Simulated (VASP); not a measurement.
Set up this calculation in VASP 6.6.1, as the native input.

```
Task                   : single point
Functional             : PBEsol
Potentials or basis    : VASP PAW PBE potentials, release 64 (Hf_pv, C)
Cutoff                 : 600 eV
k mesh                 : 15 × 15 × 15
Occupations            : fermi-dirac, width 0.05 eV
Spin                   : no spin polarisation
Dipole correction      : no
Further INCAR settings : ALGO = Normal; EDIFF = 1e-06; NBANDS = 14
```

The structure of HfC lies in POSCAR:

```
HfC
1.0
    0.0000000000      2.2935772291      2.2935772291
    2.2935772291      0.0000000000      2.2935772291
    2.2935772291      2.2935772291      0.0000000000
Hf C
1 1
Direct
    0.5000000000      0.5000000000      0.5000000000
    0.0000000000      0.0000000000      0.0000000000
```

The input as run:

INCAR

```
PREC = Accurate
ENCUT = 600
EDIFF = 1E-6
ISMEAR = -1
SIGMA = 0.05
LREAL = False
LASPH = True
NELM = 120
ALGO = Normal
ISIF = 2
LWAVE = False
LCHARG = False
GGA = PS
NBANDS = 14
GGA_COMPAT = False
```

KPOINTS

```
Automatic mesh
0
Gamma
  15 15 15
```

Potentials or basis: VASP PAW PBE potentials, release 64 (Hf_pv, C).

Run with:

```bash
$ cat potpaw_PBE.64/Hf_pv/POTCAR potpaw_PBE.64/C/POTCAR > POTCAR
$ mpirun -np 1 vasp_std > vasp.out
```

It gave:

```
Pressure               : 2.9 GPa
Band gap on the k mesh : zero (bands 7 and 8 overlap by 1.47 eV)
```

Caveat: the PAW data sets were made with another functional, which shifts forces and pressure a little; spin-orbit coupling is left out, which moves the levels of the heavy elements.

Run time: 62 s on 1 thread of Intel Xeon 8259CL, with other jobs on the host, peak memory 0.19 GiB.
